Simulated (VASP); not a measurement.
A run of VASP 6.6.1 is set up as follows.

Contents of INCAR:

```
PREC     = Accurate       # precision mode
ENCUT    = 520            # plane-wave cutoff, eV
EDIFF    = 1E-6           # SCF threshold, eV
ISMEAR   = -1             # smearing method
SIGMA    = 0.1            # smearing width, eV
LREAL    = False          # projectors in reciprocal space
LASPH    = True           # aspherical terms in the spheres
NELM     = 60             # most SCF steps
ALGO     = Normal         # electronic algorithm
ISIF     = 2              # what is computed and relaxed
LWAVE    = False          # write WAVECAR
LCHARG   = False          # write CHGCAR
GGA      = CA             # functional
NBANDS   = 14             # bands
```

The input KPOINTS:

```
regular mesh
0
Gamma
  9 9 9
```

POSCAR

```
AlAu
1.0
    3.1581287985      0.0000000000      0.0000000000
    0.0000000000      3.1581287985      0.0000000000
    0.0000000000      0.0000000000      3.1581287985
Al Au
1 1
Direct
    0.0000000000      0.0000000000      0.0000000000
    0.5000000000      0.5000000000      0.5000000000
```

Potentials or basis: VASP PAW LDA potentials, release 64 (Al, Au).

The run is started by

```bash
$ cat potpaw_LDA.64/Al/POTCAR potpaw_LDA.64/Au/POTCAR > POTCAR
$ mpirun -np 1 vasp_std > vasp.out
```

(1) Estimate the band gap on the k mesh.

(2) Predict the pressure.

Results:

(1) zero (band 7 reaches 13.12 eV, above the bottom of band 8 at 9.49 eV).

(2) -0.6 GPa.

Caveat: spin-orbit coupling is left out, which moves the levels of the heavy elements.
